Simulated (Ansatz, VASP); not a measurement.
**Two plane-wave programs on Ti**

INCAR

```
SYSTEM = Ti
ALGO = Normal
EDIFF = 1E-7
ENCUT = 520
GGA = PE
ISIF = 2
ISMEAR = 0
LASPH = .True.
LCHARG = .False.
LREAL = .False.
LWAVE = .False.
NBANDS = 19
NELM = 60
PREC = Accurate
SIGMA = 0.15
```

Contents of KPOINTS:

```
k-points
0
Gamma
  18 18 10
  0 0 0
```

The input POSCAR:

```
Ti
1.0
    2.7139980316      0.0000000000      0.0000000000
   -1.3569990158      2.3503912412      0.0000000000
    0.0000000000      0.0000000000      4.6860000000
Ti
2
Direct
    0.3333333333      0.6666666667      0.2500000000
    0.6666666667      0.3333333333      0.7500000000
```

Input for Ansatz:

```yaml
crystal:
  lattice:
    - [2.7139980316, 0.0, 0.0]
    - [-1.3569990158, 2.3503912412, 0.0]
    - [0.0, 0.0, 4.686]
  atoms:
    - { symbol: Ti, position: [0.3333333333, 0.6666666667, 0.25] }
    - { symbol: Ti, position: [0.6666666667, 0.3333333333, 0.75] }
basis:
  ecutwfc: 420
kpoints:
  mp_grid: { grid: [18, 18, 10] }
hamiltonian:
  xc: pbe
scf:
  occupations: { method: gaussian, width: 0.15 }
output:
  forces: true
  stress: true
  eigenvalues: true
```

Change from the starting cell: strain -0.080 along x and y, +0.000 along z, atoms carried along.

Alike in both runs: task single point; functional PBE; k mesh 18 × 18 × 10; occupations gaussian, width 0.15 eV; no spin polarisation.

```csv
,VASP,Ansatz
version,VASP 6.6.1,Ansatz 0.2.0
potentials or method,"VASP PAW PBE potentials, release 64 (Ti_sv), cutoff 520 eV","scalar-relativistic, plane waves, PAW"
valence electrons in the cell,24,24
```

```tsv
	VASP	Ansatz	Ansatz less VASP
gap on the k mesh at the Fermi level (eV)	none	none	-
pressure (GPa)	21.1	21.7	+0.60
traceless stress, the component that is largest in VASP (GPa)	-6.72	-6.72	-0.001
```

A gap of «none» marks a metal or a gap that the smearing closes.
